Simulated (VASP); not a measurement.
# BN (R3m) in VASP: further runs

Runs on BN. Level: r2SCAN. Tasks: single point.

All numbers are computed with VASP 6.6.1; they aren't measurements. Logs are shortened: lines on timing, memory, paths and dates and some standing lists are left out, and cuts for length are marked.

**1. The cell of the first run**

The structure is trigonal, space group R3m (No. 160). Conventional cell: a = 2.564 Å, b = 2.564 Å, c = 6.280 Å, α = 90.00°, β = 90.00°, γ = 120.00°. Within 2.0 Å of B (site symmetry 3m) lie 4 N at 1.47 to 1.61 Å. N (site symmetry 3m) has 4 B at 1.47 to 1.61 Å within 2.0 Å.

**2. Single point, r2SCAN**

Contents of POSCAR:

```
BN
1.0
    0.0000000000      1.8130010000      1.8130010000
    1.8130010000      0.0000000000      1.8130010000
    1.8130010000      1.8130010000      0.0000000000
B N
1 1
Direct
    0.0000000000      0.0000000000      0.0000000000
    0.7022324917      0.7659225028      0.7659225028
```

Contents of INCAR.step1:

```
SYSTEM = BN
ALGO     = Normal         ! electronic algorithm
EDIFF    = 1E-4           ! SCF threshold, eV
ENCUT    = 520            ! plane-wave cutoff, eV
GGA      = PE             ! functional
ISMEAR   = 0              ! smearing method
LASPH    = .True.         ! aspherical terms in the spheres
LCHARG   = .False.        ! write CHGCAR
LREAL    = .False.        ! projectors in reciprocal space
LWAVE    = .True.         ! write WAVECAR
NBANDS   = 11             ! bands
NELM     = 80             ! most SCF steps
PREC     = Accurate       ! precision mode
SIGMA    = 0.05           ! smearing width, eV
```

Contents of INCAR.step2:

```
SYSTEM = BN
ALGO     = Normal         ! electronic algorithm
EDIFF    = 1E-7           ! SCF threshold, eV
ENCUT    = 520            ! plane-wave cutoff, eV
ISIF     = 2              ! what is computed and relaxed
ISMEAR   = 0              ! smearing method
ISTART   = 1            
LASPH    = .True.         ! aspherical terms in the spheres
LCHARG   = .False.        ! write CHGCAR
LMIXTAU  = .True.       
LREAL    = .False.        ! projectors in reciprocal space
LWAVE    = .False.        ! write WAVECAR
METAGGA  = R2SCAN         ! meta-GGA
NBANDS   = 11             ! bands
NELM     = 80             ! most SCF steps
PREC     = Accurate       ! precision mode
SIGMA    = 0.05           ! smearing width, eV
```

Contents of KPOINTS:

```
k-points
0
Gamma
  12 12 12
  0 0 0
```

Potentials or basis: VASP PAW PBE potentials, release 64 (B, N).

Command:

```
cat potpaw_PBE.64/B/POTCAR potpaw_PBE.64/N/POTCAR > POTCAR
cp INCAR.step1 INCAR
mpirun -np 1 vasp_std > vasp.out
cp INCAR.step2 INCAR
mpirun -np 1 vasp_std > vasp.out
```

OUTCAR:

```text
SYSTEM = BN
   EDIFF = 1E-7
   ENCUT = 520
   ISIF = 2
   ISMEAR = 0
   ISTART = 1
   LASPH = .True.
   LREAL = .False.
   METAGGA = R2SCAN
   NELM = 80
   PREC = Accurate

 ion  position               nearest neighbor table
   1  0.000  0.000  0.000-   2 1.47   2 1.61   2 1.61   2 1.61
   2  0.702  0.766  0.766-   1 1.47   1 1.61   1 1.61   1 1.61

  LATTYP: Found a face centered cubic cell.
 ALAT       =     3.6260020000

  Lattice vectors:

 A1 = (   0.0000000000,   1.8130010000,   1.8130010000)
 A2 = (   1.8130010000,   0.0000000000,   1.8130010000)
 A3 = (   1.8130010000,   1.8130010000,   0.0000000000)

Analysis of symmetry for initial positions (statically):
=====================================================================
 Subroutine PRICEL returns:
 Original cell was already a primitive cell.

 Routine SETGRP: Setting up the symmetry group for a
 face centered cubic supercell.

 Subroutine GETGRP returns: Found  6 space group operations
 (whereof  6 operations were pure point group operations)
 out of a pool of 48 trial point group operations.

The static configuration has the point symmetry C_3v.

Analysis of symmetry for dynamics (positions and initial velocities):
=====================================================================
 Subroutine PRICEL returns:
 Original cell was already a primitive cell.

 Routine SETGRP: Setting up the symmetry group for a
 face centered cubic supercell.

 Subroutine GETGRP returns: Found  6 space group operations
 (whereof  6 operations were pure point group operations)
 out of a pool of 48 trial point group operations.

The dynamic configuration has the point symmetry C_3v.

 Subroutine INISYM returns: Found  6 space group operations
 (whereof  6 operations are pure point group operations),
 and found     1 'primitive' translations

----------------------------------------------------------------------------------------

                                     Primitive cell

  volume of cell :      11.9186

  direct lattice vectors                    reciprocal lattice vectors
     0.000000000  1.813001000  1.813001000    -0.275785838  0.275785838  0.275785838
     1.813001000  0.000000000  1.813001000     0.275785838 -0.275785838  0.275785838
     1.813001000  1.813001000  0.000000000     0.275785838  0.275785838 -0.275785838

  length of vectors
     2.563970603  2.563970603  2.563970603     0.477675083  0.477675083  0.477675083

  position of ions in fractional coordinates (direct lattice)
     0.000000000  0.000000000  0.000000000
     0.702232492  0.765922503  0.765922503

  ion indices of the primitive-cell ions
   primitive index   ion index
                 1           1
                 2           2

----------------------------------------------------------------------------------------

 KPOINTS: k-points

Automatic generation of k-mesh.
 Grid dimensions read from file:
 generate k-points for:   12   12   12

 Generating k-lattice:

  Cartesian coordinates                     Fractional coordinates (reciprocal lattice)
    -0.022982153  0.022982153  0.022982153     0.083333333  0.000000000  0.000000000
     0.022982153 -0.022982153  0.022982153     0.000000000  0.083333333  0.000000000
     0.022982153  0.022982153 -0.022982153     0.000000000  0.000000000  0.083333333

  Length of vectors
     0.039806257  0.039806257  0.039806257

  Shift w.r.t. Gamma in fractional coordinates (k-lattice)
     0.000000000  0.000000000  0.000000000

 Subroutine IBZKPT returns following result:
 ===========================================

 Found    189 irreducible k-points:

 Following reciprocal coordinates:
            Coordinates               Weight
  0.000000  0.000000  0.000000      1.000000
  0.083333  0.000000  0.000000      2.000000
  0.000000  0.083333  0.000000      6.000000
  0.166667  0.000000  0.000000      2.000000
  0.000000  0.166667  0.000000      6.000000
  0.250000  0.000000  0.000000      2.000000
[... 16 lines left out ...]
  0.083333  0.000000  0.333333      6.000000
  0.416667  0.083333  0.000000      6.000000
 [... further k-points ...]
   k-points           NKPTS =    189   k-points in BZ     NKDIM =    189   number of bands    NBANDS=     11
   number of dos      NEDOS =    301   number of ions     NIONS =      2
   total plane-waves  NPLWV =   8000
   dimension x,y,z NGX =    20 NGY =   20 NGZ =   20
   dimension x,y,z NGXF=    40 NGYF=   40 NGZF=   40
   ions per type =               1   1
   NGX,Y,Z   is equivalent  to a cutoff of  12.97, 12.97, 12.97 a.u.
   NGXF,Y,Z  is equivalent  to a cutoff of  25.94, 25.94, 25.94 a.u.
 SYSTEM =  BN
   PREC   = accura    normal or accurate (medium, high low for compatibility)
   ISTART =      1    job   : 0-new  1-cont  2-samecut
   ICHARG =      0    charge: 1-file 2-atom 10-const
   ISPIN  =      1    spin polarized calculation?
   LNONCOLLINEAR =      F non collinear calculations
   LSORBIT =      F    spin-orbit coupling
   LASPH  =      T    aspherical Exc in radial PAW
   ENCUT  =  520.0 eV  38.22 Ry    6.18 a.u.   4.77  4.77  4.77*2*pi/ulx,y,z
   NELM   =     80;   NELMIN=  2; NELMDL=  0     # of ELM steps
   EDIFF  = 0.1E-06   stopping-criterion for ELM
   LREAL  =      F    real-space projection
   EDIFFG = 0.1E-05   stopping-criterion for IOM
   NSW    =      0    number of steps for IOM
   IBRION =     -1    ionic relax: 0-MD 1-quasi-New 2-CG
   NFREE  =      0    steps in history (QN), initial steepest desc. (CG)
   ISIF   =      2    stress and relaxation
   ISYM   =      2    0-nonsym 1-usesym 2-fastsym
   POTIM  = 0.5000    time-step for ionic-motion
   TEBEG  =    0.0;   TEEND  =   0.0 temperature during run
   PSTRESS=    0.0 pullay stress
   NELECT =       8.0000    total number of electrons
   NUPDOWN=      -1.0000    fix difference up-down
   EMIN   =  10.00;   EMAX   =-10.00  energy-range for DOS
   EFERMI =   0.00;   METHOD = LEGACY
   ISMEAR =     0;   SIGMA  =   0.05  broadening in eV -4-tet -1-fermi 0-gaus
   EFERMI_NEDOS =   21; number of points for ismear=-14 and -15
   IALGO  =     38    algorithm
   IMIX   =      4    mixing-type and parameters
     AMIX     =   0.40;   BMIX     =  1.00
     AMIX_MAG =   1.60;   BMIX_MAG =  1.00
  volume/ion in A,a.u.               =       5.96        40.22
  Fermi-wavevector in a.u.,A,eV,Ry     =   1.433387  2.708709 27.954506  2.054598
  Thomas-Fermi vector in A             =   2.552911
   LORBIT       =      0    0 simple, 1 ext, 2 COOP (PROOUT), +10 PAW based schemes
   METAGGA = R2SCAN    functional components
   LHFCALC =     F    Hartree Fock is set to
   AEXX    =    0.0000 exact exchange contribution
   IVDW    =     0    specifies the selected vdW correction
   LEPSILON=     F    determine dielectric tensor
   LRPA    =     F    only Hartree local field effects (RPA)
 non-spin polarized calculation
 Gauss-broadening in eV      SIGMA  =   0.05
  energy-cutoff  :      520.00
  volume of cell :       11.92
 maximum number of plane-waves:       332
   NGX =  9   NGY =  9   NGZ =  9

 number of electron       8.0000000 magnetization

 Free energy of the ion-electron system (eV)
  ---------------------------------------------------
  ext. energy  EPLUGINS =         0.00000000
  ---------------------------------------------------
  free energy    TOTEN  =       -19.03379375 eV

  energy without entropy =      -19.03379375  energy(sigma->0) =      -19.03379375

 E-fermi :   7.8457     XC(G=0): -13.5957

 val. band max:        7.6426933339   @ k =   0.0000   0.0000   0.0000
 cond. band min:      12.0064196432   @ k =   0.5000   0.5000   0.0000
 fundamental gap:      4.3637263093
 Fermi energy:         7.8457149915

 k-point     1 :       0.0000    0.0000    0.0000
  band No.  band energies     occupation
      1     -14.0663      2.00000
      2       5.9654      2.00000
      3       7.6427      2.00000
      4       7.6427      2.00000
      5      16.2167      0.00000
      6      16.2167      0.00000
      7      17.3774      0.00000
      8      18.2907      0.00000
      9      33.0000      0.00000
     10      35.7687      0.00000
     11      35.7687      0.00000

 k-point     2 :       0.0833    0.0000    0.0000
  band No.  band energies     occupation
      1     -13.8951      2.00000
      2       5.1840      2.00000
      3       7.4144      2.00000
      4       7.4144      2.00000
      5      16.5808      0.00000
      6      16.5808      0.00000
      7      17.1945      0.00000
      8      19.1336      0.00000
      9      32.8324      0.00000
     10      33.3556      0.00000
     11      33.3556      0.00000

 k-point     3 :       0.0000    0.0833    0.0000
  band No.  band energies     occupation
      1     -13.8924      2.00000
      2       5.6525      2.00000
      3       6.8006      2.00000
      4       7.4748      2.00000
      5      16.4187      0.00000
      6      16.4541      0.00000
      7      17.8126      0.00000
      8      18.7612      0.00000
      9      32.7625      0.00000
     10      33.6350      0.00000
     11      33.9503      0.00000

 k-point     4 :       0.1667    0.0000    0.0000
  band No.  band energies     occupation
      1     -13.3885      2.00000
      2       3.2733      2.00000
      3       6.8726      2.00000
      4       6.8726      2.00000
      5      17.1994      0.00000
      6      17.4379      0.00000
      7      17.4379      0.00000
      8      20.6352      0.00000
      9      31.6096      0.00000
     10      31.6096      0.00000
     11      32.2724      0.00000
[... 239 lines left out ...]
 k-point    22 :       0.0000    0.3333    0.0833
  band No.  band energies     occupation
      1     -11.7186      2.00000
      2      -0.0622      2.00000
      3       4.3834      2.00000
      4       6.0025      2.00000
      5      16.6696      0.00000
      6      18.0793      0.00000
      7      20.2526      0.00000
      8      22.0637      0.00000
      9      29.3668      0.00000
     10      33.4173      0.00000
     11      34.3255      0.00000

 k-point    23 :       0.0833    0.0000    0.3333
  band No.  band energies     occupation
      1     -11.7135      2.00000
      2      -0.0143      2.00000
      3       4.6677      2.00000
      4       5.5842      2.00000
      5      16.9085      0.00000
      6      18.2447      0.00000
      7      20.0290      0.00000
      8      21.5620      0.00000
      9      29.6282      0.00000
     10      33.3353      0.00000
     11      35.1020      0.00000

 k-point    24 :       0.4167    0.0833    0.0000
  band No.  band energies     occupation
      1     -10.6386      2.00000
      2      -2.6478      2.00000
      3       5.0216      2.00000
      4       5.1819      2.00000
      5      17.7308      0.00000
      6      18.7443      0.00000
      7      19.6679      0.00000
      8      23.4255      0.00000
      9      29.4899      0.00000
     10      33.3570      0.00000
     11      34.3436      0.00000

 [... further k-points ...]

------------------------ aborting loop because EDIFF is reached ----------------------------------------

  FORCE on cell =-STRESS in cart. coord.  units (eV):
  Direction    XX          YY          ZZ          XY          YZ          ZX
  --------------------------------------------------------------------------------------
  -------------------------------------------------------------------------------------
  Total       -0.0575852     -0.0575852     -0.0575852     -0.1891267      0.1891267     -0.1891267
  in kB       -7.7410001     -7.7410001     -7.7410001    -25.4237284     25.4237284    -25.4237284
  external PRESSURE =      -7.7410001 kB  Pullay stress =       0.0000000 kB

 VOLUME and BASIS-vectors are now :
 -----------------------------------------------------------------------------
  energy-cutoff  :      520.00
  volume of cell :       11.92
      direct lattice vectors                 reciprocal lattice vectors
     0.000000000  1.813001000  1.813001000    -0.275785838  0.275785838  0.275785838
     1.813001000  0.000000000  1.813001000     0.275785838 -0.275785838  0.275785838
     1.813001000  1.813001000  0.000000000     0.275785838  0.275785838 -0.275785838

 POSITION                                       TOTAL-FORCE (eV/Angst)
 -----------------------------------------------------------------------------------
      0.00000      0.00000      0.00000         1.684640     -1.684640     -1.684640
      2.77724      2.66177      2.66177        -1.684640      1.684640      1.684640
 -----------------------------------------------------------------------------------
    total drift:                                0.000011     -0.000011     -0.000011

  FREE ENERGIE OF THE ION-ELECTRON SYSTEM (eV)
  ---------------------------------------------------
  free  energy   TOTEN  =       -19.0337937453 eV

  energy  without entropy=      -19.0337937453  energy(sigma->0) =      -19.03379375
```

Wall time 44 s (1 thread of Intel Xeon 6975P-C (Granite Rapids), shared host); peak memory 0.14 GiB.

What came out:

* Free energy: -19.0338 eV
* Pressure: -0.8 GPa
* Largest force: 2.918 eV/Å
* Band gap on the k mesh: 4.36 eV (least direct gap 8.57 eV)

Forces on the atoms (eV/Å):
```
B    1.685 -1.685 -1.685
N   -1.685  1.685  1.685
```

Stress tensor (GPa, compression positive):
```
-0.77 -2.54 -2.54
-2.54 -0.77  2.54
-2.54  2.54 -0.77
```

Levels at points of the mesh, in eV from the valence-band top:
| k point | band 2 | band 3 | band 4 | band 5 | band 6 | band 7 |
| --- | --- | --- | --- | --- | --- | --- |
| (0.00, 0.00, 0.00) | -1.68 | 0.00 | 0.00 | 8.57 | 8.57 | 9.73 |
| (0.50, 0.00, 0.00) | -11.81 | -2.33 | -2.33 | 10.21 | 11.29 | 11.29 |
| (0.00, 0.50, 0.00) | -11.41 | -3.31 | -1.82 | 9.48 | 9.82 | 12.46 |
| (0.50, 0.50, 0.00) | -9.81 | -5.75 | -5.32 | 4.36 | 9.10 | 18.17 |

Caveat: the cell differs from its parent crystal (all N atoms moved +0.100 Å, as atom 2 towards its neighbour atom 1 (B) at 1.570 Å); the PAW data sets were made with another functional, which shifts forces and pressure a little. A k mesh can miss the band edges.

**3. Single point, r2SCAN**

POSCAR: that of step 2 with these lines changed.

```diff
@@ -9,2 +9,2 @@
     0.0000000000      0.0000000000      0.0000000000
-    0.7022324917      0.7659225028      0.7659225028
+    0.7858256313      0.7380581229      0.7380581229
```

Contents of INCAR.step1:

```
SYSTEM = BN
  ALGO = Normal
  EDIFF = 1E-4
  ENCUT = 520
  GGA = PE
  ISMEAR = 0
  LASPH = .True.
  LCHARG = .False.
  LREAL = .False.
  LWAVE = .True.
  NBANDS = 11
  NELM = 100
  PREC = Accurate
  SIGMA = 0.05
```

Contents of INCAR.step2:

```
SYSTEM = BN
  ALGO = Normal
  EDIFF = 1E-6
  ENCUT = 520
  ISIF = 2
  ISMEAR = 0
  ISTART = 1
  LASPH = .True.
  LCHARG = .True.
  LELF = .True.
  LMIXTAU = .True.
  LREAL = .False.
  LVHAR = .True.
  LWAVE = .False.
  METAGGA = R2SCAN
  NBANDS = 11
  NELM = 100
  PREC = Accurate
  SIGMA = 0.05
```

KPOINTS is that of step 2.

Potentials or basis: VASP PAW PBE potentials, release 64 (B, N).

Command:

```
cat potpaw_PBE.64/B/POTCAR potpaw_PBE.64/N/POTCAR > POTCAR
cp INCAR.step1 INCAR
mpirun -np 1 vasp_std > vasp.out
cp INCAR.step2 INCAR
mpirun -np 1 vasp_std > vasp.out
```

Wall time 41 s (1 thread of Intel Xeon 6975P-C (Granite Rapids), shared host); peak memory 0.14 GiB.

It converged, with:

| Item | Value |
| --- | --- |
| Free energy | -19.1114 eV |
| Pressure | -2.7 GPa |
| Largest force | 1.476 eV/Å |
| Band gap on the k mesh | 4.21 eV (least direct gap 8.31 eV) |

Forces in eV/Å, atoms in the order of the input:
```
B   -0.852  0.852  0.852
N    0.852 -0.852 -0.852
```

Stress tensor (GPa, compression positive):
```
-2.68 -0.89 -0.89
-0.89 -2.68  0.89
-0.89  0.89 -2.68
```

Levels at points of the mesh, in eV from the valence-band top:
```
           k point  band 1  band 2  band 3  band 4  band 5  band 6  band 7  band 8  band 9
(0.00, 0.00, 0.00)  -21.90   -1.11   -1.11    0.00    8.31    9.07    9.07   10.21   25.18
(0.50, 0.00, 0.00)  -17.64  -11.49   -2.88   -2.88    9.96   10.43   10.43   15.11   24.50
(0.00, 0.50, 0.00)  -17.66  -11.78   -3.20   -2.10    9.35   10.43   11.82   15.71   23.73
(0.50, 0.50, 0.00)  -16.26   -9.99   -5.97   -5.52    4.21    8.94   18.28   18.78   21.23
```

Caveat: the cell differs from its parent crystal (all N atoms moved -0.075 Å, as atom 2 towards its neighbour atom 1 (B) at 1.570 Å); the PAW data sets were made with another functional, which shifts forces and pressure a little. A k mesh can miss the band edges.
